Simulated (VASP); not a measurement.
# AlRu (Pm-3m) in VASP: relaxation of cell and atoms with LDA

Aim: the relaxation of cell and atoms of AlRu with LDA.

Program: VASP 6.6.1. These are calculated values, not measurements. Logs are shortened: lines on timing, memory, paths and dates and some standing lists are left out, and cuts for length are marked.

## Step 1: The cell of the first run

The structure is cubic, space group Pm-3m (No. 221). The conventional cell has a = 2.970 Å, b = 2.970 Å, c = 2.970 Å, α = 90.00°, β = 90.00°, γ = 90.00°. Within 3.4 Å of Ru (site symmetry m-3m) lie 8 Al at 2.57 Å and 6 Ru at 2.97 Å. Al (site symmetry m-3m) has 8 Ru at 2.57 Å and 6 Al at 2.97 Å within 3.4 Å.

## Step 2: Relaxation of cell and atoms, LDA

Input file INCAR:

```
PREC = Accurate
ENCUT = 500
EDIFF = 1E-7
ISMEAR = 0
SIGMA = 0.1
LREAL = F
LASPH = T
NELM = 120
ALGO = Normal
ISIF = 3
LWAVE = F
LCHARG = F
GGA = CA
IBRION = 2
NSW = 100
EDIFFG = -0.002
GGA_COMPAT = F
NELMIN = 4
```

Input file KPOINTS:

```
regular mesh
0
Gamma
  14 14 14
```

Input file POSCAR:

```
AlRu
1.0
    2.9700000000      0.0000000000      0.0000000000
    0.0000000000      2.9700000000      0.0000000000
    0.0000000000      0.0000000000      2.9700000000
Ru Al
1 1
Direct
    0.0000000000      0.0000000000      0.0000000000
    0.5000000000      0.5000000000      0.5000000000
```

Potentials or basis: VASP PAW LDA potentials, release 64 (Ru_pv, Al).

Command:

```sh
$ cat potpaw_LDA.64/Ru_pv/POTCAR potpaw_LDA.64/Al/POTCAR > POTCAR
$ mpirun -np 1 vasp_std > vasp.out
```

OUTCAR:

```text
PREC = Accurate
   ENCUT = 500
   EDIFF = 1E-7
   ISMEAR = 0
   LREAL = F
   LASPH = T
   NELM = 120
   ISIF = 3
   GGA = CA
   IBRION = 2
   NSW = 100
   EDIFFG = -0.002
   NELMIN = 4

 ion  position               nearest neighbor table
   1  0.000  0.000  0.000-   2 2.57   2 2.57   2 2.57   2 2.57   2 2.57   2 2.57   2 2.57   2 2.57

   2  0.500  0.500  0.500-   1 2.57   1 2.57   1 2.57   1 2.57   1 2.57   1 2.57   1 2.57   1 2.57

  LATTYP: Found a simple cubic cell.
 ALAT       =     2.9700000000

  Lattice vectors:

 A1 = (   2.9700000000,   0.0000000000,   0.0000000000)
 A2 = (   0.0000000000,   2.9700000000,   0.0000000000)
 A3 = (   0.0000000000,   0.0000000000,   2.9700000000)

Analysis of symmetry for initial positions (statically):
=====================================================================
 Subroutine PRICEL returns:
 Original cell was already a primitive cell.

 Routine SETGRP: Setting up the symmetry group for a
 simple cubic supercell.

 Subroutine GETGRP returns: Found 48 space group operations
 (whereof 48 operations were pure point group operations)
 out of a pool of 48 trial point group operations.

The static configuration has the point symmetry O_h .

Analysis of symmetry for dynamics (positions and initial velocities):
=====================================================================
 Subroutine PRICEL returns:
 Original cell was already a primitive cell.

 Routine SETGRP: Setting up the symmetry group for a
 simple cubic supercell.

 Subroutine GETGRP returns: Found 48 space group operations
 (whereof 48 operations were pure point group operations)
 out of a pool of 48 trial point group operations.

The dynamic configuration has the point symmetry O_h .

 Subroutine INISYM returns: Found 48 space group operations
 (whereof 48 operations are pure point group operations),
 and found     1 'primitive' translations

----------------------------------------------------------------------------------------

                                     Primitive cell

  volume of cell :      26.1981

  direct lattice vectors                    reciprocal lattice vectors
     2.970000000  0.000000000  0.000000000     0.336700337  0.000000000  0.000000000
     0.000000000  2.970000000  0.000000000     0.000000000  0.336700337  0.000000000
     0.000000000  0.000000000  2.970000000     0.000000000  0.000000000  0.336700337

  length of vectors
     2.970000000  2.970000000  2.970000000     0.336700337  0.336700337  0.336700337

  position of ions in fractional coordinates (direct lattice)
     0.000000000  0.000000000  0.000000000
     0.500000000  0.500000000  0.500000000

  ion indices of the primitive-cell ions
   primitive index   ion index
                 1           1
                 2           2

----------------------------------------------------------------------------------------

 KPOINTS: regular mesh

Automatic generation of k-mesh.
 Grid dimensions read from file:
 generate k-points for:   14   14   14

 Generating k-lattice:

  Cartesian coordinates                     Fractional coordinates (reciprocal lattice)
     0.024050024  0.000000000  0.000000000     0.071428571  0.000000000  0.000000000
     0.000000000  0.024050024  0.000000000     0.000000000  0.071428571  0.000000000
     0.000000000  0.000000000  0.024050024     0.000000000  0.000000000  0.071428571

  Length of vectors
     0.024050024  0.024050024  0.024050024

  Shift w.r.t. Gamma in fractional coordinates (k-lattice)
     0.000000000  0.000000000  0.000000000

 Subroutine IBZKPT returns following result:
 ===========================================

 Found    120 irreducible k-points:

 Following reciprocal coordinates:
            Coordinates               Weight
  0.000000  0.000000  0.000000      1.000000
  0.071429  0.000000  0.000000      6.000000
  0.142857  0.000000  0.000000      6.000000
  0.214286  0.000000  0.000000      6.000000
  0.285714  0.000000  0.000000      6.000000
  0.357143  0.000000  0.000000      6.000000
[... 16 lines left out ...]
  0.285714  0.214286  0.000000     24.000000
  0.357143  0.214286  0.000000     24.000000
 [... further k-points ...]
   k-points           NKPTS =    120   k-points in BZ     NKDIM =    120   number of bands    NBANDS=     12
   number of dos      NEDOS =    301   number of ions     NIONS =      2
   total plane-waves  NPLWV =  13824
   dimension x,y,z NGX =    24 NGY =   24 NGZ =   24
   dimension x,y,z NGXF=    48 NGYF=   48 NGZF=   48
   ions per type =               1   1
   NGX,Y,Z   is equivalent  to a cutoff of  13.43, 13.43, 13.43 a.u.
   NGXF,Y,Z  is equivalent  to a cutoff of  26.87, 26.87, 26.87 a.u.
 SYSTEM =  unknown system
   PREC   = accura    normal or accurate (medium, high low for compatibility)
   ISTART =      0    job   : 0-new  1-cont  2-samecut
   ICHARG =      2    charge: 1-file 2-atom 10-const
   ISPIN  =      1    spin polarized calculation?
   LNONCOLLINEAR =      F non collinear calculations
   LSORBIT =      F    spin-orbit coupling
   LASPH  =      T    aspherical Exc in radial PAW
   ENCUT  =  500.0 eV  36.75 Ry    6.06 a.u.   5.41  5.41  5.41*2*pi/ulx,y,z
   NELM   =    120;   NELMIN=  4; NELMDL= -5     # of ELM steps
   EDIFF  = 0.1E-06   stopping-criterion for ELM
   LREAL  =      F    real-space projection
   EDIFFG = -.2E-02   stopping-criterion for IOM
   NSW    =    100    number of steps for IOM
   IBRION =      2    ionic relax: 0-MD 1-quasi-New 2-CG
   NFREE  =      1    steps in history (QN), initial steepest desc. (CG)
   ISIF   =      3    stress and relaxation
   ISYM   =      2    0-nonsym 1-usesym 2-fastsym
   POTIM  = 0.5000    time-step for ionic-motion
   TEBEG  =    0.0;   TEEND  =   0.0 temperature during run
   PSTRESS=    0.0 pullay stress
   NELECT =      17.0000    total number of electrons
   NUPDOWN=      -1.0000    fix difference up-down
   EMIN   =  10.00;   EMAX   =-10.00  energy-range for DOS
   EFERMI =   0.00;   METHOD = LEGACY
   ISMEAR =     0;   SIGMA  =   0.10  broadening in eV -4-tet -1-fermi 0-gaus
   EFERMI_NEDOS =   21; number of points for ismear=-14 and -15
   IALGO  =     38    algorithm
   IMIX   =      4    mixing-type and parameters
     AMIX     =   0.40;   BMIX     =  1.00
     AMIX_MAG =   1.60;   BMIX_MAG =  1.00
  volume/ion in A,a.u.               =      13.10        88.40
  Fermi-wavevector in a.u.,A,eV,Ry     =   1.417320  2.678347 27.331342  2.008797
  Thomas-Fermi vector in A             =   2.538563
   LORBIT       =      0    0 simple, 1 ext, 2 COOP (PROOUT), +10 PAW based schemes
   GGA     = CA    functional components
   LHFCALC =     F    Hartree Fock is set to
   AEXX    =    0.0000 exact exchange contribution
   IVDW    =     0    specifies the selected vdW correction
   LEPSILON=     F    determine dielectric tensor
   LRPA    =     F    only Hartree local field effects (RPA)
 conjugate gradient relaxation of ions
 non-spin polarized calculation
 Gauss-broadening in eV      SIGMA  =   0.10
  energy-cutoff  :      500.00
  volume of cell :       26.20
 maximum number of plane-waves:       691
 NGX is ok and might be reduce to    24
   NGX = 11   NGY = 11   NGZ = 11

--------------------------------------- Ionic step        1  -------------------------------------------

 number of electron      16.9999996 magnetization

 Free energy of the ion-electron system (eV)
  ---------------------------------------------------
  ext. energy  EPLUGINS =         0.00000000
  ---------------------------------------------------
  free energy    TOTEN  =       -16.17805265 eV

  energy without entropy =      -16.16884429  energy(sigma->0) =      -16.17344847

------------------------ aborting loop because EDIFF is reached ----------------------------------------

  FORCE on cell =-STRESS in cart. coord.  units (eV):
  Direction    XX          YY          ZZ          XY          YZ          ZX
  --------------------------------------------------------------------------------------
  -------------------------------------------------------------------------------------
  Total       -0.5037874     -0.5037874     -0.5037874      0.0000000      0.0000000     -0.0000000
  in kB      -30.8097752    -30.8097752    -30.8097752      0.0000000      0.0000000     -0.0000000
  external PRESSURE =     -30.8097752 kB  Pullay stress =       0.0000000 kB
[... 57 lines left out ...]
  energy  without entropy=      -16.1627682946  energy(sigma->0) =      -16.16714233

--------------------------------------- Ionic step        3  -------------------------------------------

 number of electron      16.9999998 magnetization

 Free energy of the ion-electron system (eV)
  ---------------------------------------------------
  ext. energy  EPLUGINS =         0.00000000
  ---------------------------------------------------
  free energy    TOTEN  =       -16.18153576 eV

  energy without entropy =      -16.17250042  energy(sigma->0) =      -16.17701809

 E-fermi :  11.0212     XC(G=0): -12.9754

 val. band max:       11.0042008799   @ k =   0.0714   0.0714   0.0714
 cond. band min:      11.0262209524   @ k =   0.5000   0.2857   0.1429
 fundamental gap:      0.0220200725
 Fermi energy:        11.0211754737

 k-point     1 :       0.0000    0.0000    0.0000
  band No.  band energies     occupation
      1     -30.5554      2.00000
      2     -30.5554      2.00000
      3     -30.5554      2.00000
      4       1.1555      2.00000
      5       7.2352      2.00000
      6       7.2352      2.00000
      7      11.2212      0.00467
      8      11.2212      0.00467
      9      11.2212      0.00467
     10      17.2184      0.00000
     11      17.2184      0.00000
     12      17.2184      0.00000
[... 331 lines left out ...]
 k-point    24 :       0.3571    0.2143    0.0000
  band No.  band energies     occupation
      1     -30.7424      2.00000
      2     -30.6307      2.00000
      3     -30.5303      2.00000
      4       4.0723      2.00000
      5       6.9450      2.00000
      6       8.3351      2.00000
      7       9.3253      2.00000
      8       9.7711      2.00000
      9      10.6671      2.00000
     10      13.7823      0.00000
     11      17.5788      0.00000
     12      20.0561      0.00000

 [... further k-points ...]
[... 5 lines left out ...]
  --------------------------------------------------------------------------------------
  -------------------------------------------------------------------------------------
  Total       -0.0019452     -0.0019452     -0.0019452     -0.0000000      0.0000000     -0.0000000
  in kB       -0.1205968     -0.1205968     -0.1205968     -0.0000000      0.0000000     -0.0000000
  external PRESSURE =      -0.1205968 kB  Pullay stress =       0.0000000 kB
[... 17 lines left out ...]
  FREE ENERGIE OF THE ION-ELECTRON SYSTEM (eV)
  ---------------------------------------------------
  free  energy   TOTEN  =       -16.1815357562 eV

  energy  without entropy=      -16.1725004152  energy(sigma->0) =      -16.17701809

 reached required accuracy - stopping structural energy minimisation
```

Run time: 19 s. Hardware: 1 thread of Intel Xeon 6975P-C (Granite Rapids), shared host; peak memory 0.16 GiB.

Results:

| Item | Value |
| --- | --- |
| Free energy | -16.1815 eV |
| Relaxed volume | 12.92 Å³/atom |
| Relaxed cell | a = 2.957 Å, b = 2.957 Å, c = 2.957 Å, α = 90.00°, β = 90.00°, γ = 90.00° |
| Space group after relaxing (to 0.1 Å) | Pm-3m (No. 221) |
| Energy gained by relaxing | 1.7 meV/atom |
| Ionic steps | 3 |
| Pressure after relaxing | 0.0 GPa |
| Band gap on the k mesh | zero (an odd number of electrons rules out a gap without spin polarisation) |

The path:
```tsv
step	energy change (eV)	largest force (eV/Å)	pressure (GPa)	volume (Å³)
1	0.0000	0.0000	-3.08	26.20
2	0.0065	0.0000	5.60	25.25
3	-0.0035	0.0000	-0.01	25.84
```

Final structure:
```
Ru Al
1.0
     2.95652    0.00000    0.00000
     0.00000    2.95652    0.00000
     0.00000    0.00000    2.95652
Ru Al
1 1
Cartesian
  0.0000 0.0000 0.0000
  1.4783 1.4783 1.4783
```
